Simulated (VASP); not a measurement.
# EuOs (Pm-3m) in VASP: settings compared, part 2 of 2

VASP 6.6.1. Earlier steps stand in the parts before.

**3. Single point, PBE, collinear spin, ferromagnetic start**

This run uses another cell than the first one, of 25.48 Å³/atom.

INCAR

```
PREC = Accurate ; ENCUT = 520
EDIFF = 1E-7 ; ISMEAR = 0
SIGMA = 0.05 ; LREAL = F
LASPH = T ; NELM = 150
ALGO = Normal ; ISIF = 2
LWAVE = F ; LCHARG = T
ISPIN = 2 ; MAGMOM = 7 0
LORBIT = 11 ; LMAXMIX = 6
GGA = PE ; LELF = T
LVHAR = T ; NBANDS = 24
```

KPOINTS

```
regular mesh
0
Gamma
  10 10 10
```

POSCAR

```
EuOs
1.0
    3.7074599916      0.0000000000      0.0000000000
    0.0000000000      3.7074599916      0.0000000000
    0.0000000000      0.0000000000      3.7074599916
Eu Os
1 1
Direct
    0.0000000000      0.0000000000      0.0000000000
    0.5000000000      0.5000000000      0.5000000000
```

Potentials or basis: VASP PAW PBE potentials, release 64 (Eu, Os).

Command:

```console
$ cat potpaw_PBE.64/Eu/POTCAR potpaw_PBE.64/Os/POTCAR > POTCAR
$ mpirun -np 1 vasp_std > vasp.out
```

OUTCAR:

```text
PREC = Accurate
   ENCUT = 520
   EDIFF = 1E-7
   ISMEAR = 0
   LREAL = F
   LASPH = T
   NELM = 150
   ISIF = 2
   ISPIN = 2
   LORBIT = 11
   GGA = PE

 ion  position               nearest neighbor table
   1  0.000  0.000  0.000-   2 3.21   2 3.21   2 3.21   2 3.21   2 3.21   2 3.21   2 3.21   2 3.21

   2  0.500  0.500  0.500-   1 3.21   1 3.21   1 3.21   1 3.21   1 3.21   1 3.21   1 3.21   1 3.21

  LATTYP: Found a simple cubic cell.
 ALAT       =     3.7074599916

  Lattice vectors:

[... 1513 lines left out ...]

 VOLUME and BASIS-vectors are now :
 -----------------------------------------------------------------------------
  energy-cutoff  :      520.00
  volume of cell :       50.96
      direct lattice vectors                 reciprocal lattice vectors
     3.707459992  0.000000000  0.000000000     0.269726444  0.000000000  0.000000000
     0.000000000  3.707459992  0.000000000     0.000000000  0.269726444  0.000000000
     0.000000000  0.000000000  3.707459992     0.000000000  0.000000000  0.269726444

 POSITION                                       TOTAL-FORCE (eV/Angst)
 -----------------------------------------------------------------------------------
      0.00000      0.00000      0.00000         0.000000      0.000000      0.000000
      1.85373      1.85373      1.85373         0.000000      0.000000      0.000000
 -----------------------------------------------------------------------------------
    total drift:                               -0.000000      0.000000      0.000000

  FREE ENERGIE OF THE ION-ELECTRON SYSTEM (eV)
  ---------------------------------------------------
  free  energy   TOTEN  =       -21.1564578689 eV

  energy  without entropy=      -21.1505041754  energy(sigma->0) =      -21.15348102

 total charge

# of ion       s       p       d       f       tot
--------------------------------------------------
    1        2.065   5.712   0.466   6.411  14.655
    2        0.624   0.178   5.937   0.000   6.739
--------------------------------------------------
tot          2.689   5.891   6.403   6.411  21.394

 magnetization (x)

# of ion       s       p       d       f       tot
--------------------------------------------------
    1       -0.001  -0.106   0.115   6.351   6.359
    2       -0.043   0.012  -1.083   0.000  -1.114
--------------------------------------------------
tot         -0.043  -0.095  -0.968   6.351   5.245
```

OSZICAR:

```text
N       E                     dE             d eps       ncg     rms          rms(c)
DAV:   1     0.136635765810E+03    0.13664E+03   -0.95842E+03  7640   0.458E+03
DAV:   2     0.158011212699E+01   -0.13506E+03   -0.11708E+03  7592   0.416E+02
DAV:   3    -0.166690050678E+02   -0.18249E+02   -0.17231E+02  7592   0.102E+02
DAV:   4    -0.192194500785E+02   -0.25504E+01   -0.24751E+01 10360   0.262E+01
[... 19 lines left out ...]
DAV:  24    -0.211564606388E+02   -0.16675E-04   -0.47562E-05  9504   0.880E-02    0.640E-02
DAV:  25    -0.211564545830E+02    0.60558E-05   -0.36007E-05  7856   0.145E-01    0.391E-02
DAV:  26    -0.211564582120E+02   -0.36290E-05   -0.35936E-06  8992   0.192E-02    0.236E-02
DAV:  27    -0.211564577875E+02    0.42449E-06   -0.25553E-06  8232   0.375E-02    0.101E-02
DAV:  28    -0.211564578689E+02   -0.81377E-07   -0.13945E-07  5712   0.372E-03
   1 F= -.21156458E+02 E0= -.21153481E+02  d E =-.595369E-02  mag=     5.5471
```

stdout:

```text
POSCAR found type information on POSCAR EuOs
 POSCAR found :  2 types and       2 ions
 scaLAPACK will be used
 LDA part: xc-table for (Slater+PW92), standard interpolation
 POSCAR, INCAR and KPOINTS ok, starting setup
 FFT: planning ... GRIDC
 FFT: planning ... GRID_SOFT
 FFT: planning ... GRID
 WAVECAR not read
 entering main loop
```

Wall time 4.3 min (1 thread of Intel Xeon Platinum 8488C (Sapphire Rapids), shared host); peak memory 0.28 GiB.

Results:

| Property | Result |
| --- | --- |
| Free energy | -21.1565 eV |
| Pressure | -12.8 GPa |
| Net moment | 5.55 μB per cell |
| Site moments | Eu +6.36; Os -1.11 μB |
| Valence electrons inside the program's atomic spheres | Eu 14.65; Os 6.74 |

Levels at points of the mesh, in eV from the Fermi level:
Spin up:
```
           k point  band 13  band 14  band 15  band 16  band 17  band 18
(0.00, 0.00, 0.00)    -0.46    -0.41    -0.01    -0.01    -0.01     3.38
(0.50, 0.00, 0.00)    -0.39    -0.07     0.29     0.29     0.74     1.34
(0.50, 0.50, 0.00)    -0.46    -0.39    -0.37     1.06     1.12     2.23
(0.50, 0.50, 0.50)    -0.41    -0.41    -0.12    -0.12    -0.12     1.11
```
Spin down:
| k point | band 8 | band 9 | band 10 | band 11 | band 12 | band 13 |
| --- | --- | --- | --- | --- | --- | --- |
| (0.00, 0.00, 0.00) | -0.61 | -0.61 | -0.61 | 3.90 | 3.90 | 4.08 |
| (0.50, 0.00, 0.00) | -0.81 | -0.81 | -0.42 | 0.53 | 2.28 | 3.61 |
| (0.50, 0.50, 0.00) | -1.43 | 0.31 | 0.54 | 2.26 | 2.26 | 4.05 |
| (0.50, 0.50, 0.50) | 0.20 | 0.20 | 0.20 | 0.35 | 0.35 | 1.54 |

Caveat: the cell stands under tension; spin-orbit coupling is left out, which moves the levels of the heavy elements; semilocal functionals describe open f shells poorly, which spoils levels, moments and volumes. The state reached can hang on the start; a lower one may exist.

**4. Single point, r2SCAN, collinear spin, ferromagnetic start**

This run uses another cell than the first one, of 20.64 Å³/atom.

POSCAR

```
EuOs
1.0
    3.4560940622      0.0000000000      0.0000000000
    0.0000000000      3.4560940622      0.0000000000
    0.0000000000      0.0000000000      3.4560940622
Eu Os
1 1
Direct
    0.0000000000      0.0000000000      0.0000000000
    0.5000000000      0.5000000000      0.5000000000
```

INCAR.step1

```
SYSTEM = EuOs
ALGO = Normal
EDIFF = 1E-4
ENCUT = 520
GGA = PE
ISMEAR = 0
ISPIN = 2
LASPH = .True.
LCHARG = .False.
LMAXMIX = 6
LREAL = .False.
LWAVE = .True.
MAGMOM = 7 0
NBANDS = 24
NELM = 150
PREC = Accurate
SIGMA = 0.05
```

INCAR.step2

```
SYSTEM = EuOs
ALGO = Normal
EDIFF = 1E-6
ENCUT = 520
ISIF = 2
ISMEAR = 0
ISPIN = 2
ISTART = 1
LASPH = .True.
LCHARG = .True.
LELF = .True.
LMAXMIX = 6
LMIXTAU = .True.
LORBIT = 11
LREAL = .False.
LVHAR = .True.
LWAVE = .False.
MAGMOM = 7 0
METAGGA = R2SCAN
NBANDS = 24
NELM = 150
PREC = Accurate
SIGMA = 0.05
```

KPOINTS

```
k-points
0
Gamma
  10 10 10
  0 0 0
```

Command:

```console
$ cat potpaw_PBE.64/Eu/POTCAR potpaw_PBE.64/Os/POTCAR > POTCAR
$ cp INCAR.step1 INCAR
$ mpirun -np 1 vasp_std > vasp.out
$ cp INCAR.step2 INCAR
$ mpirun -np 1 vasp_std > vasp.out
```

Wall time 8.8 min (1 thread of Intel Xeon Platinum 8488C (Sapphire Rapids), shared host); peak memory 0.27 GiB.

It converged, with:

```
Free energy                                           : -91.5527 eV
Pressure                                              : -0.5 GPa
Net moment                                            : 5.73 μB per cell
Site moments                                          : Eu +6.27; Os -0.96 μB
Valence electrons inside the program's atomic spheres : Eu 14.87; Os 7.07
```

Levels at points of the mesh, in eV from the Fermi level:
Spin up:
| k point | band 13 | band 14 | band 15 | band 16 | band 17 | band 18 |
| --- | --- | --- | --- | --- | --- | --- |
| (0.00, 0.00, 0.00) | -0.57 | -0.41 | -0.23 | -0.23 | -0.23 | 4.16 |
| (0.50, 0.00, 0.00) | -0.52 | -0.09 | 0.39 | 0.39 | 0.98 | 1.22 |
| (0.50, 0.50, 0.00) | -0.54 | -0.49 | -0.44 | 1.55 | 1.67 | 3.06 |
| (0.50, 0.50, 0.50) | -0.59 | -0.59 | -0.56 | -0.56 | -0.56 | 1.63 |
Spin down:
| k point | band 7 | band 8 | band 9 | band 10 | band 11 | band 12 | band 13 | band 14 |
| --- | --- | --- | --- | --- | --- | --- | --- | --- |
| (0.00, 0.00, 0.00) | -3.55 | -0.87 | -0.87 | -0.87 | 4.88 | 4.88 | 5.36 | 5.36 |
| (0.50, 0.00, 0.00) | -1.05 | -1.03 | -1.03 | -0.61 | 1.12 | 2.39 | 4.14 | 4.14 |
| (0.50, 0.50, 0.00) | -2.08 | -2.08 | 0.67 | 1.05 | 3.18 | 3.18 | 5.28 | 5.39 |
| (0.50, 0.50, 0.50) | -1.37 | -0.11 | -0.11 | -0.11 | 0.74 | 0.75 | 2.37 | 5.53 |

Caveat: the PAW data sets were made with another functional, which shifts forces and pressure a little; spin-orbit coupling is left out, which moves the levels of the heavy elements; semilocal functionals describe open f shells poorly, which spoils levels, moments and volumes. The state reached can hang on the start; a lower one may exist.

**5. Overview**

| level | cell | gap on the mesh (eV) | pressure (GPa) | moment (μB) |
| --- | --- | --- | --- | --- |
| PBE | a = 3.568 Å, 2 atoms | none | -7.7 | 5.68 |
| PBE | a = 3.707 Å, 2 atoms | none | -12.8 | 5.55 |
| r2SCAN | a = 3.456 Å, 2 atoms | none | -0.5 | 5.73 |

Alike in all rows: task single point; potentials or basis VASP PAW PBE potentials, release 64 (Eu, Os); spin collinear, ferromagnetic start; k mesh 10 × 10 × 10; cutoff (eV) 520; smearing gaussian 0.05 eV.

Caveats: spin-orbit coupling is left out, which moves the levels of the heavy elements; semilocal functionals describe open f shells poorly, which spoils levels, moments and volumes; the cell stands under tension (at least some runs); the PAW data sets were made with another functional, which shifts forces and pressure a little (at least some runs).

Absolute energies hang on the potentials; compare differences alone.
